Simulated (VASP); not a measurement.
Set up this calculation in VASP 6.6.1, as the native input.

```yaml
Task: single point
Functional: PBE
Potentials_or_basis: VASP PAW PBE potentials, release 64 (Mg, Se)
Cutoff: 600 eV
k_mesh: 4 × 4 × 4
Occupations: gaussian, width 0.01 eV
Spin: no spin polarisation
Dipole_correction: no
Further_INCAR_settings: ALGO = Normal; EDIFF = 1e-06; NBANDS = 11
```

The structure of MgSe lies in POSCAR:

```
MgSe
1.0
    0.0091208979      2.7453902740      2.7453902740
    2.7453902740      0.0091208979      2.7453902740
    2.7453902740      2.7453902740      0.0091208979
Mg Se
1 1
Direct
    0.0000000000      0.0000000000      0.0000000000
    0.5000000000      0.5000000000      0.5000000000
```

This cell differs from its parent crystal: strain along [111] +0.5%.

The input as run:

INCAR

```
PREC     = Accurate       # precision mode
ENCUT    = 600            # plane-wave cutoff, eV
EDIFF    = 1E-6           # SCF threshold, eV
ISMEAR   = 0              # smearing method
SIGMA    = 0.01           # smearing width, eV
LREAL    = F              # projectors in reciprocal space
LASPH    = T              # aspherical terms in the spheres
NELM     = 120            # most SCF steps
ALGO     = Normal         # electronic algorithm
ISIF     = 2              # what is computed and relaxed
LWAVE    = F              # write WAVECAR
LCHARG   = F              # write CHGCAR
GGA      = PE             # functional
NBANDS   = 11             # bands
GGA_COMPAT= F
```

KPOINTS

```
regular mesh
0
Gamma
  4 4 4
```

Potentials or basis: VASP PAW PBE potentials, release 64 (Mg, Se).

Run with:

```console
$ cat potpaw_PBE.64/Mg/POTCAR potpaw_PBE.64/Se/POTCAR > POTCAR
$ mpirun -np 1 vasp_std > vasp.out
```

It gave:

The pressure is 1.2 GPa and the band gap on the k mesh is 1.72 eV, indirect (least direct gap 2.45 eV).

Caveat: the k points lie up to 0.50 Å⁻¹ apart; the cell differs from its parent crystal (strain along [111] +0.5%).

It took 7.1 s on 1 thread of Intel(R) Xeon(R) Platinum 8559C (Emerald Rapids), on a shared host, peak memory 0.17 GiB.
